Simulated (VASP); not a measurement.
# La (P6_3/mmc) in VASP: further runs, part 2 of 2

VASP 6.6.1. Earlier steps stand in the parts before.

## Step 3: Single point, PBEsol (36.07 Å³/atom)

This run uses another cell than the first one, of 36.07 Å³/atom.

Contents of INCAR:

```
ALGO = Normal
EDIFF = 1E-6
ENCUT = 520
GGA = PS
ISIF = 2
ISMEAR = -1
LASPH = True
LCHARG = True
LELF = True
LREAL = False
LVHAR = True
LWAVE = False
NBANDS = 18
NELM = 100
PREC = Accurate
SIGMA = 0.1
```

Contents of KPOINTS:

```
k-points
0
Gamma
  11 11 6
```

Contents of POSCAR:

```
La
1.0
    3.7081896327      0.0000000000      0.0000000000
   -1.8540948163      3.2113864239      0.0000000000
    0.0000000000      0.0000000000      6.0577847849
La
2
Direct
    0.3333333333      0.6666666667      0.2500000000
    0.6666666667      0.3333333333      0.7500000000
```

Potentials or basis: VASP PAW PBE potentials, release 64 (La).

Launch:

```console
$ cat potpaw_PBE.64/La/POTCAR > POTCAR
$ mpirun -np 1 vasp_std > vasp.out
```

OUTCAR:

```text
EDIFF = 1E-6
   ENCUT = 520
   GGA = PS
   ISIF = 2
   ISMEAR = -1
   LASPH = True
   LREAL = False
   NELM = 100
   PREC = Accurate

 ion  position               nearest neighbor table
   1  0.333  0.667  0.250-
   2  0.667  0.333  0.750-

  LATTYP: Found a hexagonal cell.
 ALAT       =     3.7081896327
 C/A-ratio  =     1.6336232461

  Lattice vectors:

 A1 = (   3.7081896327,   0.0000000000,   0.0000000000)
 A2 = (  -1.8540948163,   3.2113864239,   0.0000000000)
 A3 = (   0.0000000000,   0.0000000000,   6.0577847849)

Analysis of symmetry for initial positions (statically):
=====================================================================
 Subroutine PRICEL returns:
 Original cell was already a primitive cell.

 Routine SETGRP: Setting up the symmetry group for a
 hexagonal supercell.

 Subroutine GETGRP returns: Found 24 space group operations
 (whereof 12 operations were pure point group operations)
 out of a pool of 24 trial point group operations.

The static configuration has the point symmetry D_3d.
 The point group associated with its full space group is D_6h.

Analysis of symmetry for dynamics (positions and initial velocities):
=====================================================================
 Subroutine PRICEL returns:
 Original cell was already a primitive cell.

 Routine SETGRP: Setting up the symmetry group for a
 hexagonal supercell.

 Subroutine GETGRP returns: Found 24 space group operations
 (whereof 12 operations were pure point group operations)
 out of a pool of 24 trial point group operations.

The dynamic configuration has the point symmetry D_3d.
 The point group associated with its full space group is D_6h.

 Subroutine INISYM returns: Found 24 space group operations
[... 103 lines left out ...]
   ISIF   =      2    stress and relaxation
   ISYM   =      2    0-nonsym 1-usesym 2-fastsym
   POTIM  = 0.5000    time-step for ionic-motion
   TEBEG  =    0.0;   TEEND  =   0.0 temperature during run
   PSTRESS=    0.0 pullay stress
   NELECT =      22.0000    total number of electrons
   NUPDOWN=      -1.0000    fix difference up-down
   EMIN   =  10.00;   EMAX   =-10.00  energy-range for DOS
   EFERMI =   0.00;   METHOD = LEGACY
   ISMEAR =    -1;   SIGMA  =   0.10  broadening in eV -4-tet -1-fermi 0-gaus
   EFERMI_NEDOS =   21; number of points for ismear=-14 and -15
   IALGO  =     38    algorithm
   IMIX   =      4    mixing-type and parameters
     AMIX     =   0.40;   BMIX     =  1.00
     AMIX_MAG =   1.60;   BMIX_MAG =  1.00
  volume/ion in A,a.u.               =      36.07       243.41
  Fermi-wavevector in a.u.,A,eV,Ry     =   1.101944  2.082373 16.521297  1.214281
  Thomas-Fermi vector in A             =   2.238379
   LORBIT       =      0    0 simple, 1 ext, 2 COOP (PROOUT), +10 PAW based schemes
   GGA     = PS    functional components
   LHFCALC =     F    Hartree Fock is set to
   AEXX    =    0.0000 exact exchange contribution
   IVDW    =     0    specifies the selected vdW correction
   LEPSILON=     F    determine dielectric tensor
   LRPA    =     F    only Hartree local field effects (RPA)
 non-spin polarized calculation
  energy-cutoff  :      520.00
  volume of cell :       72.14
 maximum number of plane-waves:      1961
 NGX is ok and might be reduce to    28
   NGX = 13   NGY = 13   NGZ = 23

 number of electron      21.9999999 magnetization

 Free energy of the ion-electron system (eV)
  ---------------------------------------------------
  ext. energy  EPLUGINS =         0.00000000
  ---------------------------------------------------
  free energy    TOTEN  =       -10.67143942 eV

  energy without entropy =      -10.54909878  energy(sigma->0) =      -10.61026910

 E-fermi :   7.9975     XC(G=0):  -9.8031

 val. band max:        7.9706601278   @ k =   0.4545   0.0909   0.3333
 cond. band min:       8.0039307144   @ k =   0.3636   0.2727   0.3333
 fundamental gap:      0.0332705866
 Fermi energy:         7.9975169085

 k-point     1 :       0.0000    0.0000    0.0000
  band No.  band energies     occupation
      1     -24.7872      2.00000
      2     -24.5663      2.00000
      3      -9.1786      2.00000
      4      -7.8551      2.00000
      5      -7.8551      2.00000
      6      -7.6610      2.00000
[... 481 lines left out ...]
      5      -8.3021      2.00000
      6      -8.0146      2.00000
[... 10 lines left out ...]
     17       9.8705      0.00000
     18       9.9287      0.00000

 [... further k-points ...]
[... 5 lines left out ...]
  --------------------------------------------------------------------------------------
  -------------------------------------------------------------------------------------
  Total       -0.4163043     -0.4163043     -0.5292164     -0.0000000      0.0000000      0.0000000
  in kB       -9.2459843     -9.2459843    -11.7537244     -0.0000000      0.0000000      0.0000000
  external PRESSURE =     -10.0818977 kB  Pullay stress =       0.0000000 kB

 VOLUME and BASIS-vectors are now :
 -----------------------------------------------------------------------------
  energy-cutoff  :      520.00
  volume of cell :       72.14
      direct lattice vectors                 reciprocal lattice vectors
     3.708189633  0.000000000  0.000000000     0.269673371  0.155695994  0.000000000
    -1.854094816  3.211386424  0.000000000     0.000000000  0.311391987  0.000000000
     0.000000000  0.000000000  6.057784785     0.000000000  0.000000000  0.165076845

 POSITION                                       TOTAL-FORCE (eV/Angst)
 -----------------------------------------------------------------------------------
     -0.00000      2.14092      1.51445         0.000000      0.000000      0.000000
      1.85409      1.07046      4.54334        -0.000000     -0.000000      0.000000
 -----------------------------------------------------------------------------------
    total drift:                               -0.000000      0.000000     -0.000000

  FREE ENERGIE OF THE ION-ELECTRON SYSTEM (eV)
  ---------------------------------------------------
  free  energy   TOTEN  =       -10.6714394249 eV

  energy  without entropy=      -10.5490987777  energy(sigma->0) =      -10.61026910
```

OSZICAR:

```text
N       E                     dE             d eps       ncg     rms          rms(c)
DAV:   1     0.250697084532E+03    0.25070E+03   -0.80581E+03  2304   0.170E+03
DAV:   2     0.261757692983E+02   -0.22452E+03   -0.22118E+03  3296   0.306E+02
DAV:   3    -0.720717044142E+01   -0.33383E+02   -0.32260E+02  3834   0.138E+02
DAV:   4    -0.104341736219E+02   -0.32270E+01   -0.31835E+01  4598   0.374E+01
DAV:   5    -0.106795178565E+02   -0.24534E+00   -0.24478E+00  3760   0.982E+00    0.320E+00
DAV:   6    -0.106905003094E+02   -0.10982E-01   -0.51987E-01  4608   0.469E+00    0.161E+00
DAV:   7    -0.106732728492E+02    0.17227E-01   -0.36365E-02  3864   0.119E+00    0.539E-01
DAV:   8    -0.106713222029E+02    0.19506E-02   -0.70685E-03  4592   0.610E-01    0.732E-02
DAV:   9    -0.106713936578E+02   -0.71455E-04   -0.56865E-04  3880   0.148E-01    0.385E-02
DAV:  10    -0.106714237851E+02   -0.30127E-04   -0.14997E-04  4608   0.741E-02    0.271E-02
DAV:  11    -0.106714315550E+02   -0.77698E-05   -0.14707E-05  3784   0.281E-02    0.172E-02
DAV:  12    -0.106714388694E+02   -0.73145E-05   -0.27174E-05  4440   0.391E-02    0.321E-03
DAV:  13    -0.106714394249E+02   -0.55549E-06   -0.14016E-06  3360   0.775E-03
   1 F= -.10671439E+02 E0= -.10610269E+02  d E =-.122341E+00
```

Run time: 72 s. Hardware: 1 thread of Intel Xeon Platinum 8488C (Sapphire Rapids), shared host; peak memory 0.24 GiB.

Results:

| Item | Value |
| --- | --- |
| Free energy | -10.6714 eV |
| Pressure | -1.0 GPa |
| Band gap on the k mesh | zero (bands 11 and 12 overlap by 1.52 eV) |

Caveat: the PAW data sets were made with another functional, which shifts forces and pressure a little; spin-orbit coupling is left out, which moves the levels of the heavy elements.

## Step 4: Single point, PBEsol (37.46 Å³/atom)

This run uses another cell than the first one, of 37.46 Å³/atom.

Contents of INCAR:

```
PREC = Accurate
ENCUT = 520
EDIFF = 1E-6
ISMEAR = -1
SIGMA = 0.1
LREAL = False
LASPH = True
NELM = 100
ALGO = Normal
ISIF = 2
LWAVE = False
LCHARG = True
GGA = PS
LELF = True
LVHAR = True
NBANDS = 18
```

Contents of KPOINTS:

```
Automatic mesh
0
Gamma
  11 11 6
```

Contents of POSCAR:

```
La
1.0
    3.7551337254      0.0000000000      0.0000000000
   -1.8775668627      3.2520412009      0.0000000000
    0.0000000000      0.0000000000      6.1344737462
La
2
Direct
    0.3333333333      0.6666666667      0.2500000000
    0.6666666667      0.3333333333      0.7500000000
```

Launch:

```console
$ cat potpaw_PBE.64/La/POTCAR > POTCAR
$ mpirun -np 1 vasp_std > vasp.out
```

Wall time 76 s (1 thread of Intel Xeon Platinum 8488C (Sapphire Rapids), shared host); peak memory 0.24 GiB.

Results (log left out):

| Item | Value |
| --- | --- |
| Free energy | -10.6465 eV |
| Pressure | -1.9 GPa |
| Band gap on the k mesh | zero (bands 11 and 12 overlap by 1.46 eV) |

Stress tensor (GPa, compression positive):
```
-1.75  0.00  0.00
 0.00 -1.75  0.00
 0.00  0.00 -2.11
```

Levels at points of the mesh, in eV from the Fermi level:
```csv
k point,band 9,band 10,band 11,band 12,band 13,band 14
"(0.00, 0.00, 0.00)",-3.24,-1.76,1.09,1.35,1.35,1.57
"(0.00, 0.00, 0.50)",-1.93,-1.93,0.59,0.59,1.41,1.41
```

Caveat: the PAW data sets were made with another functional, which shifts forces and pressure a little; spin-orbit coupling is left out, which moves the levels of the heavy elements.

## Step 5: Single point, PBEsol (38.84 Å³/atom)

This run uses another cell than the first one, of 38.84 Å³/atom.

Contents of INCAR:

```
PREC = Accurate
ENCUT = 520
EDIFF = 1E-7
ISMEAR = -1
SIGMA = 0.1
LREAL = False
LASPH = True
NELM = 80
ALGO = Normal
ISIF = 2
LWAVE = False
LCHARG = False
GGA = PS
NBANDS = 18
```

KPOINTS is that of step 4.

Contents of POSCAR:

```
La
1.0
    3.8009325529      0.0000000000      0.0000000000
   -1.9004662764      3.2917041489      0.0000000000
    0.0000000000      0.0000000000      6.2092917753
La
2
Direct
    0.3333333333      0.6666666667      0.2500000000
    0.6666666667      0.3333333333      0.7500000000
```

Launch:

```console
$ cat potpaw_PBE.64/La/POTCAR > POTCAR
$ mpirun -np 1 vasp_std > vasp.out
```

Wall time 1.7 min (1 thread of Intel Xeon Platinum 8488C (Sapphire Rapids), shared host); peak memory 0.24 GiB.

The run converged. Its results:

```yaml
Free_energy: -10.6076 eV
Pressure: -2.6 GPa
Band_gap_on_the_k_mesh: zero (bands 11 and 12 overlap by 1.40 eV)
```

Stress tensor (GPa, compression positive):
```
-2.48  0.00  0.00
 0.00 -2.48  0.00
 0.00  0.00 -2.94
```

Levels at points of the mesh, in eV from the Fermi level:
| k point | band 8 | band 9 | band 10 | band 11 | band 12 | band 13 | band 14 | band 15 |
| --- | --- | --- | --- | --- | --- | --- | --- | --- |
| (0.00, 0.00, 0.00) | -15.90 | -3.25 | -1.71 | 1.07 | 1.33 | 1.33 | 1.52 | 1.59 |
| (0.00, 0.00, 0.50) | -15.98 | -1.97 | -1.97 | 0.56 | 0.56 | 1.39 | 1.39 | 1.39 |

Caveat: the PAW data sets were made with another functional, which shifts forces and pressure a little; spin-orbit coupling is left out, which moves the levels of the heavy elements.

## Step 6: Summary

```tsv
cell	gap on the mesh (eV)	pressure (GPa)
a = 3.660, b = 3.660, c = 5.979 Å, angles 90.0, 90.0, 120.0°, 2 atoms	none	0.0
a = 3.708, b = 3.708, c = 6.058 Å, angles 90.0, 90.0, 120.0°, 2 atoms	none	-1.0
a = 3.755, b = 3.755, c = 6.134 Å, angles 90.0, 90.0, 120.0°, 2 atoms	none	-1.9
a = 3.801, b = 3.801, c = 6.209 Å, angles 90.0, 90.0, 120.0°, 2 atoms	none	-2.6
```

Alike in all rows: task single point; level PBEsol; potentials or basis VASP PAW PBE potentials, release 64 (La); no spin polarisation; k mesh 11 × 11 × 6; cutoff (eV) 520; smearing fermi-dirac 0.1 eV.

Caveats: the PAW data sets were made with another functional, which shifts forces and pressure a little; spin-orbit coupling is left out, which moves the levels of the heavy elements.

Total energies depend on the potentials used, so only differences within one code and one set of settings carry meaning.
